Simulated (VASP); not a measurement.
Set up this calculation in VASP 6.6.1, as the native input.

* Task: single point
* Functional: PBE
* Potentials or basis: VASP PAW PBE potentials, release 64 (Cu_sv_GW, Mo_sv)
* Cutoff: 820 eV
* k mesh: 6 × 6 × 2
* Occupations: gaussian, width 0.1 eV
* Spin: no spin polarisation
* Dipole correction: no
* Further INCAR settings: ALGO = Normal; EDIFF = 1e-06; NBANDS = 44

The structure of Cu3Mo lies in POSCAR:

```
Cu3Mo
1.0
    2.6387176596      0.0000000000      0.0000000000
   -1.3193588298      2.2851965266      0.0000000000
    0.0000000000      0.0000000000      8.6975776375
Cu Mo
3 1
Direct
    0.0000000000      0.0000000000      0.0000000000
    0.6666666667      0.3333333333      0.7608926105
    0.6666666667      0.3333333333      0.2391073895
    0.0000000000      0.0000000000      0.5000000000
```

The cell was generated, and may not be a known phase.

One way to write it, as run:

INCAR

```
ALGO = Normal
EDIFF = 1E-6
ENCUT = 820
GGA = PE
GGA_COMPAT = False
ISIF = 2
ISMEAR = 0
LASPH = True
LCHARG = True
LELF = True
LREAL = False
LVHAR = True
LWAVE = False
NBANDS = 44
NELM = 120
PREC = Accurate
SIGMA = 0.1
```

KPOINTS

```
k-points
0
Gamma
  6 6 2
```

Potentials or basis: VASP PAW PBE potentials, release 64 (Cu_sv_GW, Mo_sv).

Command:

```sh
$ cat potpaw_PBE.64/Cu_sv_GW/POTCAR potpaw_PBE.64/Mo_sv/POTCAR > POTCAR
$ mpirun -np 1 vasp_std > vasp.out
```

Results of the run:

```
Pressure               : -0.7 GPa
Largest force          : 0.005 eV/Å
Band gap on the k mesh : zero (an odd number of electrons rules out a gap without spin polarisation)
```

Caveat: the k points lie up to 0.46 Å⁻¹ apart, too coarse for converged energies and pressures of a metal.

Wall time 2.5 min on 1 thread of Intel(R) Xeon(R) Platinum 8559C (Emerald Rapids), on a shared host, peak memory 0.29 GiB.
